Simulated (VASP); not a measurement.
Pd3I: single point with PBE+U

The system is Pd3I.

```
CELL_PARAMETERS angstrom
-2.14695 2.14695 3.87591
2.14695 -2.14695 3.87591
2.14695 2.14695 -3.87591
ATOMIC_POSITIONS crystal
I 0.00000 0.00000 0.00000
Pd 0.50000 0.50000 0.00000
Pd 0.25000 0.75000 0.50000
Pd 0.75000 0.25000 0.50000
```

| Quantity | Value |
| --- | --- |
| Program | VASP 6.6.1 |
| Task | single point |
| Functional | PBE |
| Potentials or basis | VASP PAW PBE potentials, release 64 (I, Pd) |
| Cutoff | 520 eV |
| k mesh | 9 × 9 × 9 |
| Occupations | fermi-dirac, width 0.05 eV |
| Spin | no spin polarisation |
| Hubbard terms | Pd d U = 6.0 eV |

- Pressure: -8.2 GPa
- Band gap on the k mesh: zero (an odd number of electrons rules out a gap without spin polarisation)

Levels at points of the mesh, in eV from the Fermi level:
```
           k point  band 17  band 18  band 19  band 20  band 21  band 22
(0.00, 0.00, 0.00)    -0.98    -0.76     0.13     0.13     5.95     5.96
```

Eigenvalues of the final occupation matrices:
```tsv
site	spin	trace	eigenvalues
site 2 d	1	4.74	0.94 0.94 0.94 0.96 0.97
site 2 d	2	4.74	0.94 0.94 0.94 0.96 0.97
site 3 d	1	4.74	0.92 0.92 0.95 0.97 0.97
site 3 d	2	4.74	0.92 0.92 0.95 0.97 0.97
site 4 d	1	4.74	0.92 0.92 0.95 0.97 0.97
site 4 d	2	4.74	0.92 0.92 0.95 0.97 0.97
```

It took 2.4 min on 1 thread of AMD EPYC 9R45 96-Core Processor (Zen 5) (shared host), peak memory 0.28 GiB.

Caveat: the cell stands under tension; spin-orbit coupling is left out, which moves the levels of the heavy elements; an odd number of electrons without spin polarisation forces a metal; a magnetic or distorted state may lie lower; U without spin polarisation on a metal has little footing.
